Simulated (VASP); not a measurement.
Runs of VASP 6.6.1 on Ge. The structure is that of space group Fd-3m (No. 227), or close to it. The cells are those of the table. 

```tsv
task	level	spin	cell	k mesh	cutoff (eV)	smearing	gap on the mesh (eV)	pressure (GPa)	moment (μB)
single point	PBE	off	a = 4.032 Å, angles 60.0°, 2 atoms	8 × 8 × 8	520	fermi-dirac 0.05 eV	none	1.9	-
single point	RPBE	non-collinear, zero start, SOC	a = 4.113 Å, angles 60.0°, 2 atoms	6 × 6 × 6	520	tetrahedron	-	(b)	0.00
relaxation of cell and atoms	RPBE	non-collinear, zero start, SOC	relaxed from a = 4.001 Å, angles 60.0°, 2 atoms	6 × 6 × 6	600	tetrahedron	-	0.0	0.00
single point	BLYP	collinear	a = 4.053 Å, angles 60.0°, 2 atoms	8 × 8 × 8	520	methfessel-paxton 0.05 eV	none	4.6	0.00
single point	PBE	off	a = 3.977 Å, angles 60.0°, 2 atoms	8 × 8 × 8	520	fermi-dirac 0.05 eV	(a)	4.9	-
```

Alike in all rows: potentials or basis VASP PAW PBE potentials, release 64 (Ge_d).

Q: Estimate the missing entries.

A: (a) 0.20; (b) -0.1.

Caveats: semilocal functionals underestimate gaps, and a narrow one can read as zero (at least some runs); the PAW data sets were made with another functional, which shifts forces and pressure a little (at least some runs); the cell stands under pressure (at least some runs).

A k mesh can miss the band edges, and rows without SOC leave out spin-orbit coupling on Ge.

A gap of «none» marks levels without a gap at the run's occupations.
